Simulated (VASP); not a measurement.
Wanted: the native input for a VASP 6.6.1 run.

| Item | Value |
| --- | --- |
| Task | single point |
| Functional | r2SCAN |
| Potentials or basis | VASP PAW PBE potentials, release 64 (Ti_sv, H) |
| Cutoff | 520 eV |
| k mesh | 13 × 13 × 13 |
| Occupations | fermi-dirac, width 0.1 eV |
| Spin | no spin polarisation |
| Dipole correction | no |
| Further INCAR settings | ALGO = Normal; EDIFF = 1e-06; NBANDS = 14 |

TiH2:

```
CELL_PARAMETERS angstrom
-1.61760 1.61760 2.16398
1.61760 -1.61760 2.16398
1.61760 1.61760 -2.16398
ATOMIC_POSITIONS crystal
Ti 0.00000 0.00000 0.00000
H 0.75000 0.25000 0.50000
H 0.25000 0.75000 0.50000
```

These files were run (other wordings do the same):

POSCAR

```
TiH2
1.0
   -1.6175962400      1.6175962400      2.1639763600
    1.6175962400     -1.6175962400      2.1639763600
    1.6175962400      1.6175962400     -2.1639763600
Ti H
1 2
Direct
    0.0000000000      0.0000000000      0.0000000000
    0.7500000000      0.2500000000      0.5000000000
    0.2500000000      0.7500000000      0.5000000000
```

INCAR.step1

```
  ALGO = Normal
  EDIFF = 1E-4
  ENCUT = 520
  GGA = PE
  ISMEAR = -1
  LASPH = T
  LCHARG = F
  LREAL = F
  LWAVE = T
  NBANDS = 14
  NELM = 60
  PREC = Accurate
  SIGMA = 0.1
```

INCAR.step2

```
  ALGO = Normal
  EDIFF = 1E-6
  ENCUT = 520
  ISIF = 2
  ISMEAR = -1
  ISTART = 1
  LASPH = T
  LCHARG = F
  LMIXTAU = T
  LREAL = F
  LWAVE = F
  METAGGA = R2SCAN
  NBANDS = 14
  NELM = 60
  PREC = Accurate
  SIGMA = 0.1
```

KPOINTS

```
k-points
0
Gamma
  13 13 13
```

Potentials or basis: VASP PAW PBE potentials, release 64 (Ti_sv, H).

Launch:

```bash
$ cat potpaw_PBE.64/Ti_sv/POTCAR potpaw_PBE.64/H/POTCAR > POTCAR
$ cp INCAR.step1 INCAR
$ mpirun -np 1 vasp_std > vasp.out
$ cp INCAR.step2 INCAR
$ mpirun -np 1 vasp_std > vasp.out
```

Results of the run:

```yaml
Pressure: -7.4 GPa
Band_gap_on_the_k_mesh: zero (bands 7 and 8 overlap by 0.67 eV)
```

Caveat: the cell stands under tension; the PAW data sets were made with another functional, which shifts forces and pressure a little.

It took 3.4 min on 1 thread of Intel Xeon 8259CL, on a shared host, peak memory 0.19 GiB.
